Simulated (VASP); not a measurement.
Set up this calculation in VASP 6.6.1, as the native input.

```yaml
Task: single point
Functional: LDA
Potentials_or_basis: VASP PAW LDA potentials, release 64 (Si, C)
Cutoff: 600 eV
k_mesh: 6 × 6 × 6
Occupations: fermi-dirac, width 0.05 eV
Spin: no spin polarisation
Dipole_correction: no
Further_INCAR_settings: ALGO = Normal; EDIFF = 1e-06; NBANDS = 11
```

The structure of SiC (Moissanite 3C) lies in POSCAR:

```
SiC
1.0
    0.0000000000      2.1790000000      2.1790000000
    2.1790000000      0.0000000000      2.1790000000
    2.1790000000      2.1790000000      0.0000000000
Si C
1 1
Direct
    0.0000000000      0.0000000000      0.0000000000
    0.2500000000      0.2500000000      0.2500000000
```

These files were run (other wordings do the same):

INCAR

```
ALGO = Normal ; EDIFF = 1E-6
ENCUT = 600 ; GGA = CA
GGA_COMPAT = F ; ISIF = 2
ISMEAR = -1 ; LASPH = T
LCHARG = T ; LELF = T
LREAL = F ; LVHAR = T
LWAVE = F ; NBANDS = 11
NELM = 120 ; PREC = Accurate
SIGMA = 0.05
```

KPOINTS

```
k-points
0
Gamma
  6 6 6
```

Potentials or basis: VASP PAW LDA potentials, release 64 (Si, C).

The run is started by

```sh
$ cat potpaw_LDA.64/Si/POTCAR potpaw_LDA.64/C/POTCAR > POTCAR
$ mpirun -np 1 vasp_std > vasp.out
```

It gave:

```
Pressure               : -4.1 GPa
Band gap on the k mesh : 1.30 eV, indirect (least direct gap 4.49 eV)
```

Run time: 9 s on 1 thread of AMD EPYC 7R13 Processor (Zen 3), with other jobs on the host, peak memory 0.1 GiB.
